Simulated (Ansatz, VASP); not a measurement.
Nb3H in VASP and in Ansatz

```
Nb H
1.0
     2.92702    0.00000    0.00000
     0.00000    2.92702    0.00000
     0.00000    0.00000   21.19579
Nb H
3 1
Direct
  0.50000 0.50000 0.18872
  0.00000 0.00000 0.28769
  0.50000 0.50000 0.38667
  0.50000 0.50000 0.46640
```

Alike in both runs: task single point; functional LDA; k mesh 9 × 9 × 1; occupations gaussian, width 0.1 eV; collinear spin.

```csv
,VASP,Ansatz
version,VASP 6.6.1,Ansatz 0.2.0
potentials or method,"VASP PAW LDA potentials, release 64 (Nb_sv, H), cutoff 520 eV","scalar-relativistic, plane waves, PAW"
valence electrons in the cell,40,40
```

|  | VASP | Ansatz | Ansatz less VASP |
| --- | --- | --- | --- |
| gap on the k mesh at the Fermi level (eV) | none | none | - |
| rms of the force components (eV/Å) | 0.518 | 0.516 | -0.0019 |
| net moment per atom (μB) | 0.00 | 0.00 | 0.000 |

LDA's correlation is that of Perdew and Zunger in VASP and of Perdew and Wang (1992) in Ansatz. Atom by atom the forces differ by 0.003 eV/Å (rms over components). A gap of «none» marks a metal or a gap that the smearing closes. Ansatz's warnings: seeded moment not kept.
